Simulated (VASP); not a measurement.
Write the native input for VASP 6.6.1 that does the following.

```yaml
Task: single point
Functional: LDA
Potentials_or_basis: VASP PAW LDA potentials, release 64 (Si, C)
Cutoff: 520 eV
k_mesh: 10 × 10 × 10
Occupations: gaussian, width 0.01 eV
Spin: no spin polarisation
Dipole_correction: no
Further_INCAR_settings: ALGO = Normal; EDIFF = 1e-06; NBANDS = 11
```

The structure of SiC lies in POSCAR:

```
SiC
1.0
    2.1644853876      2.1644853876      0.0000000000
   -2.1644853876      2.1644853876      0.0000000000
    0.0000000000      2.1644853876      2.1644853876
Si C
1 1
Direct
    0.0000000000      0.0000000000      0.0000000000
    0.7500000000      0.2500000000      0.5000000000
```

One way to write it, as run:

INCAR

```
SYSTEM = SiC
  PREC = Accurate
  ENCUT = 520
  EDIFF = 1E-6
  ISMEAR = 0
  SIGMA = 0.01
  LREAL = .False.
  LASPH = .True.
  NELM = 100
  ALGO = Normal
  ISIF = 2
  LWAVE = .False.
  LCHARG = .False.
  GGA = CA
  NBANDS = 11
```

KPOINTS

```
regular mesh
0
Gamma
  10 10 10
  0 0 0
```

Potentials or basis: VASP PAW LDA potentials, release 64 (Si, C).

Command:

```sh
$ cat potpaw_LDA.64/Si/POTCAR potpaw_LDA.64/C/POTCAR > POTCAR
$ mpirun -np 1 vasp_std > vasp.out
```

It gave:

```json
{
  "Pressure": "0.4 GPa",
  "Band gap on the k mesh": "1.29 eV, indirect (least direct gap 4.52 eV)"
}
```

It took 10 s on 1 thread of Intel(R) Xeon(R) Platinum 8259CL CPU @ 2.50GHz (Skylake/Cascade Lake), with other jobs on the host, peak memory 0.12 GiB.
